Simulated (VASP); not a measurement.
Set up this calculation in VASP 6.6.1, as the native input.

```
Task                   : single point
Functional             : PBE
Potentials or basis    : VASP PAW PBE potentials, release 64 (Mg, O)
Cutoff                 : 600 eV
k mesh                 : 10 × 10 × 10
Occupations            : gaussian, width 0.05 eV
Spin                   : no spin polarisation
Dipole correction      : no
Further INCAR settings : ALGO = Normal; EDIFF = 1e-06; NBANDS = 11
```

The structure of MgO lies in POSCAR:

```
MgO
1.0
    0.0000000000      2.1627432290      2.1627432290
    2.1627432290      0.0000000000      2.1627432290
    2.1627432290      2.1627432290      0.0000000000
Mg O
1 1
Direct
    0.0000000000      0.0000000000      0.0000000000
    0.5000000000      0.5000000000      0.5000000000
```

This cell differs from its parent crystal: the cell strained.

The input as run:

INCAR

```
ALGO     = Normal         # electronic algorithm
EDIFF    = 1E-6           # SCF threshold, eV
ENCUT    = 600            # plane-wave cutoff, eV
GGA      = PE             # functional
GGA_COMPAT= F            
ISIF     = 2              # what is computed and relaxed
ISMEAR   = 0              # smearing method
LASPH    = T              # aspherical terms in the spheres
LCHARG   = T              # write CHGCAR
LELF     = T              # ELF
LREAL    = F              # projectors in reciprocal space
LVHAR    = T            
LWAVE    = F              # write WAVECAR
NBANDS   = 11             # bands
NELM     = 120            # most SCF steps
PREC     = Accurate       # precision mode
SIGMA    = 0.05           # smearing width, eV
```

KPOINTS

```
k-points
0
Gamma
  10 10 10
```

Potentials or basis: VASP PAW PBE potentials, release 64 (Mg, O).

Run with:

```sh
$ cat potpaw_PBE.64/Mg/POTCAR potpaw_PBE.64/O/POTCAR > POTCAR
$ mpirun -np 1 vasp_std > vasp.out
```

Results of the run:

```yaml
Pressure: -7.7 GPa
Band_gap_on_the_k_mesh: 3.99 eV
```

Caveat: the cell differs from its parent crystal (the cell strained); the cell stands under tension.

It took 8.2 s on 1 thread of Intel(R) Xeon(R) Platinum 8259CL CPU @ 2.50GHz (Skylake/Cascade Lake), with other jobs on the host, peak memory 0.14 GiB.
